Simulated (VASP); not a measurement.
# CdF2 (R-3m) in VASP: a series of runs

The runs below take CdF2 through single point, with PBEsol.

Program: VASP 6.6.1. These are calculated values, not measurements. Logs are shortened: lines on timing, memory, paths and dates and some standing lists are left out, and cuts for length are marked.

## (1) The cell of the first run

It takes space group R-3m (No. 166, trigonal). Conventional cell: a = 4.022 Å, b = 4.022 Å, c = 8.374 Å, α = 90.00°, β = 90.00°, γ = 120.00°. Cd (site symmetry -3m) has 8 F at 2.09 to 2.42 Å within 2.8 Å. F (site symmetry 3m) has 4 Cd at 2.09 to 2.42 Å and 6 F at 2.71 Å within 2.8 Å.

## (2) Single point, PBEsol

INCAR

```
SYSTEM = CdF2
ALGO     = Normal         ! electronic algorithm
EDIFF    = 1E-6           ! SCF threshold, eV
ENCUT    = 700            ! plane-wave cutoff, eV
GGA      = PS             ! functional
GGA_COMPAT= .False.      
ISIF     = 2              ! what is computed and relaxed
ISMEAR   = 0              ! smearing method
LASPH    = .True.         ! aspherical terms in the spheres
LCHARG   = .False.        ! write CHGCAR
LREAL    = .False.        ! projectors in reciprocal space
LWAVE    = .False.        ! write WAVECAR
NBANDS   = 24             ! bands
NELM     = 120            ! most SCF steps
PREC     = Accurate       ! precision mode
SIGMA    = 0.05           ! smearing width, eV
```

KPOINTS

```
k-points
0
Gamma
  8 8 8
  0 0 0
```

POSCAR

```
CdF2
1.0
   -0.2843967415      2.5595706737      2.5595706737
    2.5595706737     -0.2843967415      2.5595706737
    2.5595706737      2.5595706737     -0.2843967415
Cd F
1 2
Direct
    0.0000000000      0.0000000000      0.0000000000
    0.2500000000      0.2500000000      0.2500000000
    0.7500000000      0.7500000000      0.7500000000
```

Potentials or basis: VASP PAW PBE potentials, release 64 (Cd_sv_GW, F).

Started as:

```sh
$ cat potpaw_PBE.64/Cd_sv_GW/POTCAR potpaw_PBE.64/F/POTCAR > POTCAR
$ mpirun -np 1 vasp_std > vasp.out
```

OUTCAR:

```text
SYSTEM = CdF2
   EDIFF = 1E-6
   ENCUT = 700
   GGA = PS
   ISIF = 2
   ISMEAR = 0
   LASPH = .True.
   LREAL = .False.
   NELM = 120
   PREC = Accurate

 ion  position               nearest neighbor table
   1  0.000  0.000  0.000-   2 2.09   3 2.09
   2  0.250  0.250  0.250-   1 2.09
   3  0.750  0.750  0.750-   1 2.09

  LATTYP: Found a trigonal (rhomboedric) cell.
 ALAT       =     3.6309345318
 COS(alpha) =     0.3865030675

  Lattice vectors:

 A1 = (  -0.2843967415,   2.5595706737,   2.5595706737)
 A2 = (   2.5595706737,  -0.2843967415,   2.5595706737)
 A3 = (   2.5595706737,   2.5595706737,  -0.2843967415)

Analysis of symmetry for initial positions (statically):
=====================================================================
 Subroutine PRICEL returns:
 Original cell was already a primitive cell.

 Routine SETGRP: Setting up the symmetry group for a
 trigonal (rhombohedral) supercell.

 Subroutine GETGRP returns: Found 12 space group operations
 (whereof 12 operations were pure point group operations)
 out of a pool of 12 trial point group operations.

The static configuration has the point symmetry D_3d.

Analysis of symmetry for dynamics (positions and initial velocities):
=====================================================================
 Subroutine PRICEL returns:
 Original cell was already a primitive cell.

 Routine SETGRP: Setting up the symmetry group for a
 trigonal (rhombohedral) supercell.

 Subroutine GETGRP returns: Found 12 space group operations
 (whereof 12 operations were pure point group operations)
 out of a pool of 12 trial point group operations.

The dynamic configuration has the point symmetry D_3d.

 Subroutine INISYM returns: Found 12 space group operations
 (whereof 12 operations are pure point group operations),
 and found     1 'primitive' translations

----------------------------------------------------------------------------------------

                                     Primitive cell

  volume of cell :      39.1041

  direct lattice vectors                    reciprocal lattice vectors
    -0.284396741  2.559570674  2.559570674    -0.165468927  0.186152542  0.186152542
     2.559570674 -0.284396741  2.559570674     0.186152542 -0.165468927  0.186152542
     2.559570674  2.559570674 -0.284396741     0.186152542  0.186152542 -0.165468927

  length of vectors
     3.630934532  3.630934532  3.630934532     0.310942927  0.310942927  0.310942927

  position of ions in fractional coordinates (direct lattice)
     0.000000000  0.000000000  0.000000000
     0.250000000  0.250000000  0.250000000
     0.750000000  0.750000000  0.750000000

  ion indices of the primitive-cell ions
   primitive index   ion index
                 1           1
                 2           2
                 3           3

----------------------------------------------------------------------------------------

 KPOINTS: k-points

Automatic generation of k-mesh.
 Grid dimensions read from file:
 generate k-points for:    8    8    8

 Generating k-lattice:

  Cartesian coordinates                     Fractional coordinates (reciprocal lattice)
    -0.020683616  0.023269068  0.023269068     0.125000000  0.000000000 -0.000000000
     0.023269068 -0.020683616  0.023269068     0.000000000  0.125000000 -0.000000000
     0.023269068  0.023269068 -0.020683616     0.000000000  0.000000000  0.125000000

  Length of vectors
     0.038867866  0.038867866  0.038867866

  Shift w.r.t. Gamma in fractional coordinates (k-lattice)
     0.000000000  0.000000000  0.000000000

 Subroutine IBZKPT returns following result:
 ===========================================

 Found     65 irreducible k-points:

 Following reciprocal coordinates:
            Coordinates               Weight
  0.000000  0.000000  0.000000      1.000000
  0.125000  0.000000 -0.000000      6.000000
  0.250000  0.000000 -0.000000      6.000000
  0.375000  0.000000 -0.000000      6.000000
  0.500000  0.000000 -0.000000      3.000000
  0.125000  0.125000 -0.000000      6.000000
[... 16 lines left out ...]
  0.250000  0.125000  0.125000      6.000000
  0.375000  0.125000  0.125000      6.000000
 [... further k-points ...]
   k-points           NKPTS =     65   k-points in BZ     NKDIM =     65   number of bands    NBANDS=     24
   number of dos      NEDOS =    301   number of ions     NIONS =      3
   total plane-waves  NPLWV =  32768
   dimension x,y,z NGX =    32 NGY =   32 NGZ =   32
   dimension x,y,z NGXF=    64 NGYF=   64 NGZF=   64
   ions per type =               1   2
   NGX,Y,Z   is equivalent  to a cutoff of  14.65, 14.65, 14.65 a.u.
   NGXF,Y,Z  is equivalent  to a cutoff of  29.30, 29.30, 29.30 a.u.
 SYSTEM =  CdF2
   PREC   = accura    normal or accurate (medium, high low for compatibility)
   ISTART =      0    job   : 0-new  1-cont  2-samecut
   ICHARG =      2    charge: 1-file 2-atom 10-const
   ISPIN  =      1    spin polarized calculation?
   LNONCOLLINEAR =      F non collinear calculations
   LSORBIT =      F    spin-orbit coupling
   LASPH  =      T    aspherical Exc in radial PAW
   ENCUT  =  700.0 eV  51.45 Ry    7.17 a.u.   7.83  7.83  7.83*2*pi/ulx,y,z
   NELM   =    120;   NELMIN=  2; NELMDL= -5     # of ELM steps
   EDIFF  = 0.1E-05   stopping-criterion for ELM
   LREAL  =      F    real-space projection
   EDIFFG = 0.1E-04   stopping-criterion for IOM
   NSW    =      0    number of steps for IOM
   IBRION =     -1    ionic relax: 0-MD 1-quasi-New 2-CG
   NFREE  =      0    steps in history (QN), initial steepest desc. (CG)
   ISIF   =      2    stress and relaxation
   ISYM   =      2    0-nonsym 1-usesym 2-fastsym
   POTIM  = 0.5000    time-step for ionic-motion
   TEBEG  =    0.0;   TEEND  =   0.0 temperature during run
   PSTRESS=    0.0 pullay stress
   NELECT =      34.0000    total number of electrons
   NUPDOWN=      -1.0000    fix difference up-down
   EMIN   =  10.00;   EMAX   =-10.00  energy-range for DOS
   EFERMI =   0.00;   METHOD = LEGACY
   ISMEAR =     0;   SIGMA  =   0.05  broadening in eV -4-tet -1-fermi 0-gaus
   EFERMI_NEDOS =   21; number of points for ismear=-14 and -15
   IALGO  =     38    algorithm
   IMIX   =      4    mixing-type and parameters
     AMIX     =   0.40;   BMIX     =  1.00
     AMIX_MAG =   1.60;   BMIX_MAG =  1.00
  volume/ion in A,a.u.               =      13.03        87.96
  Fermi-wavevector in a.u.,A,eV,Ry     =   1.562525  2.952743 33.218397  2.441483
  Thomas-Fermi vector in A             =   2.665430
   LORBIT       =      0    0 simple, 1 ext, 2 COOP (PROOUT), +10 PAW based schemes
   GGA     = PS    functional components
   LHFCALC =     F    Hartree Fock is set to
   AEXX    =    0.0000 exact exchange contribution
   IVDW    =     0    specifies the selected vdW correction
   LEPSILON=     F    determine dielectric tensor
   LRPA    =     F    only Hartree local field effects (RPA)
 non-spin polarized calculation
 Gauss-broadening in eV      SIGMA  =   0.05
  energy-cutoff  :      700.00
  volume of cell :       39.10
 maximum number of plane-waves:      1659
   NGX = 15   NGY = 15   NGZ = 15

 number of electron      34.0000006 magnetization

 Free energy of the ion-electron system (eV)
  ---------------------------------------------------
  ext. energy  EPLUGINS =         0.00000000
  ---------------------------------------------------
  free energy    TOTEN  =       -11.55911660 eV

  energy without entropy =      -11.55911660  energy(sigma->0) =      -11.55911660

 E-fermi :   1.0621     XC(G=0): -10.8383

 val. band max:        0.6582816525   @ k =   0.5000   0.5000  -0.0000
 cond. band min:       3.6478487434   @ k =   0.0000   0.0000   0.0000
 fundamental gap:      2.9895670909
 Fermi energy:         1.0621345130

 k-point     1 :       0.0000    0.0000    0.0000
  band No.  band energies     occupation
      1     -97.7734      2.00000
      2     -58.9196      2.00000
      3     -58.9196      2.00000
      4     -58.8640      2.00000
      5     -20.3129      2.00000
      6     -19.2057      2.00000
[... 16 lines left out ...]
     23      20.4524      0.00000
     24      20.4524      0.00000

 k-point     2 :       0.1250    0.0000   -0.0000
  band No.  band energies     occupation
      1     -97.7734      2.00000
      2     -58.9198      2.00000
      3     -58.9196      2.00000
      4     -58.8643      2.00000
      5     -20.2658      2.00000
      6     -19.2477      2.00000
[... 16 lines left out ...]
     23      19.8376      0.00000
     24      20.3502      0.00000

 k-point     3 :       0.2500    0.0000   -0.0000
  band No.  band energies     occupation
      1     -97.7734      2.00000
      2     -58.9205      2.00000
      3     -58.9196      2.00000
      4     -58.8648      2.00000
      5     -20.1363      2.00000
      6     -19.3637      2.00000
[... 16 lines left out ...]
     23      19.4555      0.00000
     24      20.2192      0.00000

 k-point     4 :       0.3750    0.0000   -0.0000
  band No.  band energies     occupation
      1     -97.7734      2.00000
      2     -58.9211      2.00000
      3     -58.9196      2.00000
      4     -58.8653      2.00000
      5     -19.9558      2.00000
      6     -19.5288      2.00000
[... 16 lines left out ...]
     23      18.9569      0.00000
     24      20.0839      0.00000

 k-point     5 :       0.5000    0.0000   -0.0000
  band No.  band energies     occupation
      1     -97.7734      2.00000
      2     -58.9214      2.00000
      3     -58.9196      2.00000
      4     -58.8655      2.00000
      5     -19.8054      2.00000
      6     -19.6722      2.00000
[... 16 lines left out ...]
     23      18.6484      0.00000
     24      20.0721      0.00000

 k-point     6 :       0.1250    0.1250   -0.0000
  band No.  band energies     occupation
      1     -97.7734      2.00000
      2     -58.9198      2.00000
      3     -58.9197      2.00000
      4     -58.8645      2.00000
      5     -20.2442      2.00000
      6     -19.2649      2.00000
[... 16 lines left out ...]
     23      20.0722      0.00000
     24      20.4469      0.00000
[... 379 lines left out ...]
 k-point    21 :       0.5000    0.5000   -0.0000
  band No.  band energies     occupation
      1     -97.7733      2.00000
      2     -58.9211      2.00000
      3     -58.9207      2.00000
      4     -58.8671      2.00000
      5     -19.8101      2.00000
      6     -19.5975      2.00000
[... 16 lines left out ...]
     23      19.5488      0.00000
     24      20.3913      0.00000

 k-point    22 :       0.1250    0.1250    0.1250
  band No.  band energies     occupation
      1     -97.7734      2.00000
      2     -58.9197      2.00000
      3     -58.9197      2.00000
      4     -58.8647      2.00000
      5     -20.2448      2.00000
      6     -19.2621      2.00000
[... 16 lines left out ...]
     23      19.4677      0.00000
     24      19.5888      0.00000

 k-point    23 :       0.2500    0.1250    0.1250
  band No.  band energies     occupation
      1     -97.7734      2.00000
      2     -58.9202      2.00000
      3     -58.9197      2.00000
      4     -58.8653      2.00000
      5     -20.1607      2.00000
      6     -19.3335      2.00000
[... 16 lines left out ...]
     23      18.9628      0.00000
     24      20.8572      0.00000

 k-point    24 :       0.3750    0.1250    0.1250
  band No.  band energies     occupation
      1     -97.7734      2.00000
      2     -58.9208      2.00000
      3     -58.9197      2.00000
      4     -58.8658      2.00000
      5     -20.0129      2.00000
      6     -19.4638      2.00000
[... 16 lines left out ...]
     23      18.1753      0.00000
     24      21.5641      0.00000

 [... further k-points ...]

------------------------ aborting loop because EDIFF is reached ----------------------------------------

  FORCE on cell =-STRESS in cart. coord.  units (eV):
  Direction    XX          YY          ZZ          XY          YZ          ZX
  --------------------------------------------------------------------------------------
  -------------------------------------------------------------------------------------
  Total        0.8836282      0.8836282      0.8836282      1.2014071      1.2014071      1.2014071
  in kB       36.2040676     36.2040676     36.2040676     49.2241249     49.2241249     49.2241249
  external PRESSURE =      36.2040676 kB  Pullay stress =       0.0000000 kB

 VOLUME and BASIS-vectors are now :
 -----------------------------------------------------------------------------
  energy-cutoff  :      700.00
  volume of cell :       39.10
      direct lattice vectors                 reciprocal lattice vectors
    -0.284396741  2.559570674  2.559570674    -0.165468927  0.186152542  0.186152542
     2.559570674 -0.284396741  2.559570674     0.186152542 -0.165468927  0.186152542
     2.559570674  2.559570674 -0.284396741     0.186152542  0.186152542 -0.165468927

 POSITION                                       TOTAL-FORCE (eV/Angst)
 -----------------------------------------------------------------------------------
      0.00000      0.00000      0.00000         0.000000      0.000000     -0.000000
      1.20869      1.20869      1.20869         0.437810      0.437810      0.437810
      3.62606      3.62606      3.62606        -0.437810     -0.437810     -0.437810
 -----------------------------------------------------------------------------------
    total drift:                                0.000000     -0.000000      0.000000

  FREE ENERGIE OF THE ION-ELECTRON SYSTEM (eV)
  ---------------------------------------------------
  free  energy   TOTEN  =       -11.5591165970 eV

  energy  without entropy=      -11.5591165970  energy(sigma->0) =      -11.55911660
```

Run time: 41 s. Hardware: 1 thread of Intel Xeon 6975P-C (Granite Rapids), shared host; peak memory 0.25 GiB.

What came out:

| Property | Result |
| --- | --- |
| Free energy | -11.5591 eV |
| Pressure | 3.6 GPa |
| Largest force | 0.758 eV/Å |
| Band gap on the k mesh | 2.99 eV (least direct gap 3.22 eV) |

Forces on the atoms (eV/Å):
```
Cd   0.000  0.000  0.000
F    0.438  0.438  0.438
F   -0.438 -0.438 -0.438
```

Levels at points of the mesh, in eV from the valence-band top:
```tsv
k point	band 13	band 14	band 15	band 16	band 17	band 18	band 19	band 20	band 21	band 22
(0.00, 0.00, 0.00)	-1.04	-1.04	-0.85	-0.85	-0.23	2.99	11.43	11.43	14.96	17.37
(0.50, 0.00, 0.00)	-2.58	-2.14	-1.90	-0.57	-0.18	6.85	8.62	13.38	15.84	17.22
(0.50, 0.50, 0.00)	-3.13	-3.05	-0.82	-0.45	0.00	7.98	9.28	11.66	13.00	15.06
(0.50, 0.50, 0.50)	-2.61	-2.21	-2.21	-0.89	-0.89	7.85	9.52	13.37	13.37	16.93
```

Caveat: the cell stands under pressure; the PAW data sets were made with another functional, which shifts forces and pressure a little. A k mesh can miss the band edges.

(Part 1 of 2 ends here.)
